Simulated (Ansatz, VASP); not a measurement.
# Ta in VASP and in Ansatz

```
Ta
1.0
    -1.66222    1.66222    1.66222
     1.66222   -1.66222    1.66222
     1.66222    1.66222   -1.66222
Ta
1
Direct
  0.00000 0.00000 0.00000
```

Change from the starting cell: volume scaled by 1.02.

Alike in both runs: task single point; functional PBEsol; k mesh 15 × 15 × 15; occupations fermi-dirac, width 0.05 eV; no spin polarisation.

|  | VASP | Ansatz |
| --- | --- | --- |
| version | VASP 6.6.1 | Ansatz 0.2.0 |
| potentials or method | VASP PAW PBE potentials, release 64 (Ta_pv), cutoff 520 eV | all-electron LAPW, scalar-relativistic |

Ansatz gave:

```
pressure (GPa) : -7.7
```

Question: What did VASP give for the same quantities?

Answer: Pressure (GPa): -7.6.

VASP's potentials were made for PBE, not for PBEsol. Ansatz ran all-electron here, and VASP with PAW potentials.

Spin-orbit coupling is off throughout.
